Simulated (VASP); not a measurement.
## Sn: single point with PBEsol-based screened hybrid

The system is Sn.

```xyz
1
Lattice="-1.9578 1.9578 1.6985 1.9578 -1.9578 1.6985 1.9578 1.9578 -1.6985" Properties=species:S:1:pos:R:3 pbc="T T T"
Sn    0.0000    0.0000    0.0000
```

| Quantity | Value |
| --- | --- |
| Program | VASP 6.6.1 |
| Task | single point |
| Functional | PBEsol-based screened hybrid |
| Potentials or basis | VASP PAW PBE potentials, release 64 (Sn_d) |
| Cutoff | 520 eV |
| k mesh | 5 × 5 × 5 |
| Occupations | fermi-dirac, width 0.05 eV |
| Spin | no spin polarisation |
| Dipole correction | no |
| Grid for exact exchange (PRECFOCK) | Normal |
| Share of exact exchange | 0.25 |
| Further INCAR settings | ALGO = Normal; EDIFF = 1e-07; NBANDS = 13 |
| Screening parameter | 0.207 1/Å |

* Pressure: 0.0 GPa
* Band gap on the k mesh: zero (band 7 reaches 16.83 eV, above the bottom of band 8 at 7.02 eV)

Levels at points of the mesh, in eV from the Fermi level:
| k point | band 4 | band 5 | band 6 | band 7 | band 8 | band 9 | band 10 | band 11 |
| --- | --- | --- | --- | --- | --- | --- | --- | --- |
| (0.00, 0.00, 0.00) | -23.54 | -23.46 | -12.64 | 8.60 | 8.60 | 10.47 | 12.16 | 13.40 |

It took 6.5 min on 1 thread of Intel(R) Xeon(R) 6975P-C (Granite Rapids) (shared host), peak memory 0.25 GiB.

Caveat: the k points lie up to 0.49 Å⁻¹ apart; the PAW data sets were made with another functional, which shifts forces and pressure a little; spin-orbit coupling is left out, which moves the levels of the heavy elements.
